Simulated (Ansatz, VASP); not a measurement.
# Two plane-wave programs on HfO3

```xyz
4
Lattice="3.8306 0.0000 0.0000 -1.9153 3.3174 0.0000 0.0000 0.0000 4.0568" Properties=species:S:1:pos:R:3 pbc="T T T"
Hf    0.0000    0.0000    0.0000
O     0.0000    0.0000    2.0284
O     0.0000    2.2116    0.7589
O     0.0000    2.2116    3.2979
```

Change from the starting cell: species swapped into the InAg3 type (P-6m2, No. 187).

Alike in both runs: functional PBE; k mesh 12 × 12 × 10; occupations gaussian, width 0.01 eV; no spin polarisation.

Ansatz relaxed the structure, and its values are those at the end. VASP's run is a single point on that final structure, the one shown.

|  | VASP | Ansatz |
| --- | --- | --- |
| version | VASP 6.6.1 | Ansatz 0.2.0 |
| potentials or method | VASP PAW PBE potentials, release 64 (Hf_pv, O), cutoff 520 eV | scalar-relativistic, plane waves, PAW |
| valence electrons in the cell | 28 | 44 |

Ansatz gave:

- gap on the k mesh at the Fermi level (eV): 0.28
- least direct gap on the mesh (eV): 0.28
- pressure (GPa): 0.0
- rms of the force components (eV/Å): 0.000

Question: Estimate VASP's values.

Answer: gap on the k mesh at the Fermi level (eV): 0.22; least direct gap on the mesh (eV): 0.22; pressure (GPa): -1.5; rms of the force components (eV/Å): 0.068.

VASP's potentials hold 28 valence electrons a cell and Ansatz's 44, so a difference there can come from the potentials and not from the codes.

Neither program's run includes spin-orbit coupling.
